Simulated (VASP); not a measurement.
Set up this calculation in VASP 6.6.1, as the native input.

* Task: single point
* Functional: PBE
* Potentials or basis: VASP PAW PBE potentials, release 64 (Co, O)
* Cutoff: 520 eV
* k mesh: 1 × 1 × 17
* Occupations: gaussian, width 0.05 eV
* Spin: collinear spin, ferromagnetic start
* Starting moments: [2.74, 0.5] μB
* Dipole correction: no
* Further INCAR settings: ALGO = Normal; EDIFF = 1e-06; NBANDS = 18

The structure of CoO lies in POSCAR:

```
CoO
1.0
    9.0000000000      0.0000000000      0.0000000000
    0.0000000000      9.3000000000      0.0000000000
    0.0000000000      0.0000000000      3.8234818093
Co O
1 1
Direct
    0.5000000000      0.5000000000      0.0000000000
    0.5000000000      0.5000000000      0.5000000000
```

One way to write it, as run:

INCAR

```
ALGO     = Normal         # electronic algorithm
EDIFF    = 1E-6           # SCF threshold, eV
ENCUT    = 520            # plane-wave cutoff, eV
GGA      = PE             # functional
ISIF     = 2              # what is computed and relaxed
ISMEAR   = 0              # smearing method
ISPIN    = 2              # spin polarisation
LASPH    = True           # aspherical terms in the spheres
LCHARG   = False          # write CHGCAR
LMAXMIX  = 4              # l up to which the mixer works
LORBIT   = 11             # projections on sites
LREAL    = False          # projectors in reciprocal space
LWAVE    = False          # write WAVECAR
MAGMOM   = 2.74 0.5       # initial moments
NBANDS   = 18             # bands
NELM     = 150            # most SCF steps
PREC     = Accurate       # precision mode
SIGMA    = 0.05           # smearing width, eV
```

KPOINTS

```
k-points
0
Gamma
  1 1 17
```

Potentials or basis: VASP PAW PBE potentials, release 64 (Co, O).

The run is started by

```console
$ cat potpaw_PBE.64/Co/POTCAR potpaw_PBE.64/O/POTCAR > POTCAR
$ mpirun -np 1 vasp_std > vasp.out
```

Results of the run:

```
Band gap on the k mesh                                : zero (filled and empty bands overlap)
Net moment                                            : 3.00 μB per cell
Site moments                                          : Co +2.42; O +0.36 μB
Valence electrons inside the program's atomic spheres : Co 7.68; O 4.88
```

Caveat: semilocal functionals often make such compounds metallic where correlation or magnetic order opens a gap, which also shifts bond lengths.

Wall time 3.3 min on 1 thread of Intel Xeon 6975P-C, on a shared host, peak memory 0.51 GiB.
